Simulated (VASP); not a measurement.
# Hf in VASP: further runs

The runs below take Hf through single point, relaxation of cell and atoms, with PBE.

All numbers are computed with VASP 6.6.1; they aren't measurements. Logs are shortened: lines on timing, memory, paths and dates and some standing lists are left out, and cuts for length are marked.

### Step 1. The cell of the first run

It takes space group Pmmn (No. 59, orthorhombic). Conventional cell: a = 3.148 Å, b = 4.544 Å, c = 3.157 Å, α = 90.00°, β = 90.00°, γ = 90.00°. Within 4.1 Å of Hf (site symmetry mm2) lie 12 Hf at 3.15 to 3.19 Å.

### Step 2. Single point, PBE

The input, INCAR:

```
ALGO = Normal
EDIFF = 1E-7
ENCUT = 520
GGA = PE
ISIF = 2
ISMEAR = 0
LASPH = T
LCHARG = F
LREAL = F
LWAVE = F
NBANDS = 17
NELM = 100
PREC = Accurate
SIGMA = 0.1
```

The input, KPOINTS:

```
k-points
0
Gamma
  6 4 6
```

The input, POSCAR:

```
Hf
1.0
    3.1480385241      0.0000000000      0.0000000000
    0.0000000000      4.5440983614      0.0000000000
    0.0000000000      0.0000000000      3.1571796979
Hf
2
Direct
    0.0000000000      0.0000000000      0.7510274550
    0.5000000000      0.5000000000      0.2489725450
```

Potentials or basis: VASP PAW PBE potentials, release 64 (Hf_pv).

Started as:

```bash
$ cat potpaw_PBE.64/Hf_pv/POTCAR > POTCAR
$ mpirun -np 1 vasp_std > vasp.out
```

OUTCAR:

```text
EDIFF = 1E-7
   ENCUT = 520
   GGA = PE
   ISIF = 2
   ISMEAR = 0
   LASPH = T
   LREAL = F
   NELM = 100
   PREC = Accurate

 ion  position               nearest neighbor table
   1  0.000  0.000  0.751-   2 3.18   2 3.18   2 3.18   2 3.18   2 3.19   2 3.19   2 3.19   2 3.19

   2  0.500  0.500  0.249-   1 3.18   1 3.18   1 3.18   1 3.18   1 3.19   1 3.19   1 3.19   1 3.19

  LATTYP: Found a simple orthorhombic cell.
 ALAT       =     3.1480385241
 B/A-ratio  =     1.0029037681
 C/A-ratio  =     1.4434697437

  Lattice vectors:

 A1 = (  -3.1480385241,   0.0000000000,   0.0000000000)
 A2 = (   0.0000000000,   0.0000000000,   3.1571796979)
 A3 = (   0.0000000000,   4.5440983614,   0.0000000000)

Analysis of symmetry for initial positions (statically):
=====================================================================
 Subroutine PRICEL returns:
 Original cell was already a primitive cell.

 Routine SETGRP: Setting up the symmetry group for a
 simple orthorhombic supercell.

 Subroutine GETGRP returns: Found  8 space group operations
 (whereof  4 operations were pure point group operations)
 out of a pool of  8 trial point group operations.

The static configuration has the point symmetry C_2v.
 The point group associated with its full space group is D_2h.

Analysis of symmetry for dynamics (positions and initial velocities):
=====================================================================
 Subroutine PRICEL returns:
 Original cell was already a primitive cell.

 Routine SETGRP: Setting up the symmetry group for a
 simple orthorhombic supercell.

 Subroutine GETGRP returns: Found  8 space group operations
 (whereof  4 operations were pure point group operations)
 out of a pool of  8 trial point group operations.

The dynamic configuration has the point symmetry C_2v.
 The point group associated with its full space group is D_2h.

 Subroutine INISYM returns: Found  8 space group operations
 (whereof  4 operations are pure point group operations),
 and found     1 'primitive' translations

----------------------------------------------------------------------------------------

                                     Primitive cell

  volume of cell :      45.1634

  direct lattice vectors                    reciprocal lattice vectors
[... 85 lines left out ...]
   ENCUT  =  520.0 eV  38.22 Ry    6.18 a.u.   5.85  8.45  5.87*2*pi/ulx,y,z
   NELM   =    100;   NELMIN=  2; NELMDL= -5     # of ELM steps
   EDIFF  = 0.1E-06   stopping-criterion for ELM
   LREAL  =      F    real-space projection
   EDIFFG = 0.1E-05   stopping-criterion for IOM
   NSW    =      0    number of steps for IOM
   IBRION =     -1    ionic relax: 0-MD 1-quasi-New 2-CG
   NFREE  =      0    steps in history (QN), initial steepest desc. (CG)
   ISIF   =      2    stress and relaxation
   ISYM   =      2    0-nonsym 1-usesym 2-fastsym
   POTIM  = 0.5000    time-step for ionic-motion
   TEBEG  =    0.0;   TEEND  =   0.0 temperature during run
   PSTRESS=    0.0 pullay stress
   NELECT =      20.0000    total number of electrons
   NUPDOWN=      -1.0000    fix difference up-down
   EMIN   =  10.00;   EMAX   =-10.00  energy-range for DOS
   EFERMI =   0.00;   METHOD = LEGACY
   ISMEAR =     0;   SIGMA  =   0.10  broadening in eV -4-tet -1-fermi 0-gaus
   EFERMI_NEDOS =   21; number of points for ismear=-14 and -15
   IALGO  =     38    algorithm
   IMIX   =      4    mixing-type and parameters
     AMIX     =   0.40;   BMIX     =  1.00
     AMIX_MAG =   1.60;   BMIX_MAG =  1.00
  volume/ion in A,a.u.               =      22.58       152.39
  Fermi-wavevector in a.u.,A,eV,Ry     =   1.247831  2.358059 21.185393  1.557082
  Thomas-Fermi vector in A             =   2.381945
   LORBIT       =      0    0 simple, 1 ext, 2 COOP (PROOUT), +10 PAW based schemes
   GGA     = PE    functional components
   LHFCALC =     F    Hartree Fock is set to
   AEXX    =    0.0000 exact exchange contribution
   IVDW    =     0    specifies the selected vdW correction
   LEPSILON=     F    determine dielectric tensor
   LRPA    =     F    only Hartree local field effects (RPA)
 non-spin polarized calculation
 Gauss-broadening in eV      SIGMA  =   0.10
  energy-cutoff  :      520.00
  volume of cell :       45.16
 maximum number of plane-waves:      1232
 NGX is ok and might be reduce to    24

 number of electron      19.9999995 magnetization

 Free energy of the ion-electron system (eV)
  ---------------------------------------------------
  ext. energy  EPLUGINS =         0.00000000
  ---------------------------------------------------
  free energy    TOTEN  =       -19.73671860 eV

  energy without entropy =      -19.71929481  energy(sigma->0) =      -19.72800670

 E-fermi :   4.6497     XC(G=0): -11.2466

 val. band max:        4.6249351246   @ k =   0.3333   0.5000   0.0000
 cond. band min:       4.6512829147   @ k =   0.0000   0.0000   0.5000
 fundamental gap:      0.0263477901
 Fermi energy:         4.6497103766

 k-point     1 :       0.0000    0.0000    0.0000
  band No.  band energies     occupation
      1     -26.1186      2.00000
      2     -25.6654      2.00000
      3     -25.6584      2.00000
      4     -25.3980      2.00000
      5     -25.3933      2.00000
      6     -25.3878      2.00000
[... 457 lines left out ...]
      4     -25.6019      2.00000
      5     -25.5330      2.00000
      6     -25.5330      2.00000
[... 9 lines left out ...]
     16      10.6611      0.00000
     17      11.5490      0.00000

 [... further k-points ...]

------------------------ aborting loop because EDIFF is reached ----------------------------------------

  FORCE on cell =-STRESS in cart. coord.  units (eV):
  Direction    XX          YY          ZZ          XY          YZ          ZX
  --------------------------------------------------------------------------------------
  -------------------------------------------------------------------------------------
  Total       -0.0505503     -0.0714314     -0.0995214      0.0000000      0.0000000      0.0000000
  in kB       -1.7932756     -2.5340366     -3.5305324      0.0000000      0.0000000      0.0000000
  external PRESSURE =      -2.6192816 kB  Pullay stress =       0.0000000 kB

 VOLUME and BASIS-vectors are now :
 -----------------------------------------------------------------------------
  energy-cutoff  :      520.00
  volume of cell :       45.16
      direct lattice vectors                 reciprocal lattice vectors
     3.148038524  0.000000000  0.000000000     0.317658120  0.000000000  0.000000000
     0.000000000  4.544098361  0.000000000     0.000000000  0.220065659  0.000000000
     0.000000000  0.000000000  3.157179698     0.000000000  0.000000000  0.316738385

 POSITION                                       TOTAL-FORCE (eV/Angst)
 -----------------------------------------------------------------------------------
      0.00000      0.00000      2.37113         0.000000      0.000000     -0.007671
      1.57402      2.27205      0.78605         0.000000      0.000000      0.007671
 -----------------------------------------------------------------------------------
    total drift:                                0.000000     -0.000000      0.000000

  FREE ENERGIE OF THE ION-ELECTRON SYSTEM (eV)
  ---------------------------------------------------
  free  energy   TOTEN  =       -19.7367185985 eV

  energy  without entropy=      -19.7192948091  energy(sigma->0) =      -19.72800670
```

Run time: 11 s. Hardware: 1 thread of Intel Xeon Platinum 8488C (Sapphire Rapids), shared host; peak memory 0.17 GiB.

Results:

* Free energy: -19.7367 eV
* Pressure: -0.3 GPa
* Largest force: 0.008 eV/Å
* Band gap on the k mesh: zero (band 10 reaches 5.92 eV, above the bottom of band 11 at 4.22 eV)

Forces on the atoms (eV/Å):
```
Hf   0.000  0.000 -0.008
Hf   0.000  0.000  0.008
```

Caveat: spin-orbit coupling is left out, which moves the levels of the heavy elements.

### Step 3. Single point, PBE

This run uses another cell than the first one: it holds 4 atoms, not 2.

The input, INCAR:

```
PREC     = Accurate       # precision mode
ENCUT    = 520            # plane-wave cutoff, eV
EDIFF    = 1E-7           # SCF threshold, eV
ISMEAR   = 0              # smearing method
SIGMA    = 0.2            # smearing width, eV
LREAL    = False          # projectors in reciprocal space
LASPH    = True           # aspherical terms in the spheres
NELM     = 100            # most SCF steps
ALGO     = Fast           # electronic algorithm
ISIF     = 2              # what is computed and relaxed
LWAVE    = False          # write WAVECAR
LCHARG   = False          # write CHGCAR
GGA      = PE             # functional
NBANDS   = 28             # bands
```

The input, KPOINTS:

```
Automatic mesh
0
Gamma
  8 4 4
```

The input, POSCAR:

```
Hf
1.0
   -1.5809824754      1.5810115106     -2.2357718400
    4.7667881757      1.5882838254     -2.2475187149
   -1.5883200774     -4.7665441383     -2.2474339518
Hf
4
Direct
   -0.0000481739      0.0000076629     -0.0000413908
    0.5000377074      0.4999057197      0.9999780215
   -0.0000347832      0.4999944217      0.5000525832
    0.5000452498      0.0000921956      0.5000107861
```

Potentials or basis: VASP PAW PBE potentials, release 64 (Hf_pv).

Started as:

```bash
$ cat potpaw_PBE.64/Hf_pv/POTCAR > POTCAR
$ mpirun -np 1 vasp_std > vasp.out
```

Wall time 1.8 min (1 thread of Intel Xeon Platinum 8488C (Sapphire Rapids), shared host); peak memory 0.28 GiB.

It converged, with:

```
Free energy            : -39.4405 eV
Pressure               : -0.4 GPa
Band gap on the k mesh : zero (band 20 reaches 5.82 eV, above the bottom of band 21 at 4.31 eV)
```

Levels at points of the mesh, in eV from the Fermi level:
```csv
k point,band 16,band 17,band 18,band 19,band 20,band 21,band 22,band 23,band 24,band 25
"(0.00, 0.00, 0.00)",-3.21,-2.09,0.53,0.53,1.15,1.15,1.24,1.24,1.37,1.39
"(0.50, 0.00, 0.00)",-1.76,-0.40,-0.40,-0.37,-0.37,-0.36,-0.36,-0.01,-0.01,2.45
"(0.00, 0.50, 0.00)",-2.50,-1.14,-1.14,0.12,0.12,0.37,0.37,1.71,1.71,1.80
"(0.50, 0.50, 0.00)",-2.49,-1.13,-1.13,-1.13,-1.13,0.39,0.39,0.39,0.39,2.97
"(0.00, 0.00, 0.50)",-2.50,-1.14,-1.14,0.12,0.12,0.37,0.37,1.71,1.71,1.80
"(0.50, 0.00, 0.50)",-2.49,-1.13,-1.13,-1.13,-1.13,0.39,0.39,0.39,0.39,2.97
"(0.00, 0.50, 0.50)",-2.89,-0.71,-0.71,-0.35,-0.35,-0.04,-0.04,1.44,1.44,2.59
"(0.50, 0.50, 0.50)",-3.20,-2.09,-2.09,0.58,0.58,1.16,1.16,1.19,1.19,2.49
```

Caveat: spin-orbit coupling is left out, which moves the levels of the heavy elements.

### Step 4. Single point, PBE

This run uses another cell than the first one: it holds 4 atoms, not 2.

The input, INCAR:

```
ALGO = Normal
EDIFF = 1E-6
ENCUT = 520
GGA = PE
ISIF = 2
ISMEAR = 0
LASPH = True
LCHARG = False
LREAL = False
LWAVE = False
NBANDS = 28
NELM = 100
PREC = Accurate
SIGMA = 0.2
```

The input, KPOINTS:

```
k-points
0
Gamma
  8 4 4
```

The input, POSCAR:

```
Hf
1.0
   -1.5856408244      1.5856408244     -2.2422851305
    4.7569224732      1.5856408244     -2.2422851305
   -1.5856408244     -4.7569224732     -2.2422851305
Hf
4
Direct
    0.0000000000      0.0000000000      0.0000000000
    0.5000000000      0.5000000000      1.0000000000
    0.0000000000      0.5000000000      0.5000000000
    0.5000000000      0.0000000000      0.5000000000
```

Started as:

```bash
$ cat potpaw_PBE.64/Hf_pv/POTCAR > POTCAR
$ mpirun -np 1 vasp_std > vasp.out
```

Wall time 41 s (1 thread of Intel Xeon Platinum 8488C (Sapphire Rapids), shared host); peak memory 0.23 GiB.

Results (log left out):

* Free energy: -39.4403 eV
* Pressure: -0.3 GPa
* Band gap on the k mesh: zero (band 20 reaches 5.87 eV, above the bottom of band 21 at 4.33 eV)

Levels at points of the mesh, in eV from the Fermi level:
```
           k point  band 18  band 19  band 20  band 21  band 22  band 23
(0.00, 0.00, 0.00)     0.56     0.56     1.19     1.19     1.19     1.19
(0.50, 0.00, 0.00)    -0.39    -0.39    -0.39    -0.35    -0.35    -0.03
(0.00, 0.50, 0.00)    -1.13     0.13     0.13     0.38     0.38     1.76
(0.50, 0.50, 0.00)    -1.13    -1.13    -1.13     0.38     0.38     0.38
(0.00, 0.50, 0.50)    -0.71    -0.35    -0.35    -0.03    -0.03     1.45
(0.50, 0.50, 0.50)    -2.10     0.56     0.56     1.18     1.18     1.19
```

Caveat: spin-orbit coupling is left out, which moves the levels of the heavy elements.

### Step 5. Single point, PBE

This run uses another cell than the first one: it holds 1 atom, not 2.

The input, INCAR:

```
PREC = Accurate
ENCUT = 520
EDIFF = 1E-7
ISMEAR = 0
SIGMA = 0.1
LREAL = F
LASPH = T
NELM = 80
ALGO = Fast
ISIF = 2
LWAVE = F
LCHARG = F
GGA = PE
NBANDS = 11
```

The input, KPOINTS:

```
Automatic mesh
0
Gamma
  24 24 24
```

The input, POSCAR:

```
Hf
1.0
   -1.5856408244      1.5856408244      2.2422851305
    1.5856408244     -1.5856408244      2.2422851305
    1.5856408244      1.5856408244     -2.2422851305
Hf
1
Direct
    0.0000000000      0.0000000000      0.0000000000
```

Started as:

```bash
$ cat potpaw_PBE.64/Hf_pv/POTCAR > POTCAR
$ mpirun -np 1 vasp_std > vasp.out
```

Wall time 1.8 min (1 thread of Intel Xeon Platinum 8488C (Sapphire Rapids), shared host); peak memory 0.36 GiB.

The run converged. Its results:

- Free energy: -9.8568 eV
- Pressure: -0.4 GPa
- Band gap on the k mesh: zero (band 5 reaches 6.08 eV, above the bottom of band 6 at 4.08 eV)

Levels at points of the mesh, in eV from the Fermi level:
```
           k point  band 1  band 2  band 3  band 4  band 5  band 6  band 7  band 8  band 9  band 10
(0.00, 0.00, 0.00)  -30.04  -30.04  -30.04   -7.18    1.40    1.40    1.40    4.16    4.16    11.29
(0.50, 0.00, 0.00)  -30.83  -30.15  -30.15   -3.61    0.55    1.18    1.18    6.25    6.25     9.28
(0.50, 0.50, 0.00)  -30.78  -30.33  -30.33   -3.22   -2.10    2.48    6.26    6.87    6.87     9.84
(0.50, 0.50, 0.50)  -30.78  -30.33  -30.33   -3.22   -2.10    2.48    6.26    6.87    6.87     9.84
```

Caveat: spin-orbit coupling is left out, which moves the levels of the heavy elements.

(Part 1 of 2 ends here.)
